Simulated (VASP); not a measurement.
Write the native input for VASP 6.6.1 that does the following.

```yaml
Task: single point
Functional: b88 exchange, pbe correlation
Potentials_or_basis: VASP PAW PBE potentials, release 64 (Tl_d)
Cutoff: 500 eV
k_mesh: 9 × 9 × 5
Occupations: methfessel-paxton, width 0.15 eV
Spin: collinear spin
Starting_moments: "[0.05, 0.16] μB"
Dipole_correction: no
Further_INCAR_settings: ALGO = Normal; EDIFF = 1e-06; NBANDS = 24
```

The structure of Tl lies in POSCAR:

```
Tl
1.0
    3.4788880842      0.0000000000      0.0000000000
   -1.7394440421      3.0128054579      0.0000000000
    0.0000000000      0.0000000000      5.5615904703
Tl
2
Direct
    0.6666666667      0.3333333333      0.7500000000
    0.3333333333      0.6666666667      0.2500000000
```

The input as run:

INCAR

```
PREC = Accurate
ENCUT = 500
EDIFF = 1E-6
ISMEAR = 1
SIGMA = 0.15
LREAL = False
LASPH = True
NELM = 200
ALGO = Normal
ISIF = 2
LWAVE = False
LCHARG = True
ISPIN = 2
MAGMOM = 0.05 0.16
LORBIT = 11
GGA = LIBXC
LIBXC1 = GGA_X_B88
LIBXC2 = GGA_C_PBE
LELF = True
LVHAR = True
NBANDS = 24
GGA_COMPAT = False
```

KPOINTS

```
regular mesh
0
Gamma
  9 9 5
```

Potentials or basis: VASP PAW PBE potentials, release 64 (Tl_d).

Command:

```bash
$ cat potpaw_PBE.64/Tl_d/POTCAR > POTCAR
$ mpirun -np 1 vasp_std > vasp.out
```

Results of the run:

```json
{"Pressure": "2.4 GPa", "Band gap on the k mesh": "zero (filled and empty bands overlap)", "Net moment": "0.00 μB per cell", "Valence electrons inside the program's atomic spheres": "Tl 11.21"}
```

Caveat: the PAW data sets were made with another functional, which shifts forces and pressure a little; spin-orbit coupling is left out, which moves the levels of the heavy elements.

It took 95 s on 1 thread of Intel(R) Xeon(R) Platinum 8259CL CPU @ 2.50GHz (Skylake/Cascade Lake) (shared host), peak memory 0.23 GiB.
